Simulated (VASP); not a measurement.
A run of VASP 6.6.1:

Contents of INCAR:

```
PREC = Accurate
ENCUT = 520
EDIFF = 1E-6
ISMEAR = -1
SIGMA = 0.1
LREAL = False
LASPH = True
NELM = 60
ALGO = Normal
ISIF = 2
LWAVE = False
LCHARG = True
GGA = PE
LELF = True
LVHAR = True
NBANDS = 34
```

File KPOINTS:

```
Automatic mesh
0
Gamma
  18 18 5
```

POSCAR

```
V
1.0
    2.6297143956      0.0000000000      0.0000000000
   -1.3148571978      2.2773994713      0.0000000000
    0.0000000000      0.0000000000      9.2644299261
V
4
Direct
    1.0000000000      1.0000000000      1.0000000000
    1.0000000000      1.0000000000      0.5000000000
    0.3333333333      0.6666666667      0.2500000000
    0.6666666667      0.3333333333      0.7500000000
```

Potentials or basis: VASP PAW PBE potentials, release 64 (V_sv).

Run with:

```console
$ cat potpaw_PBE.64/V_sv/POTCAR > POTCAR
$ mpirun -np 1 vasp_std > vasp.out
```

Hardware: 1 thread of Intel(R) Xeon(R) 6975P-C (Granite Rapids) (shared host).

Problem. Estimate the wall time of this run.

Solution. It took 88 s on 1 thread of Intel(R) Xeon(R) 6975P-C (Granite Rapids) (shared host), peak memory 0.27 GiB. Counts: scf iterations 15, k points 111.
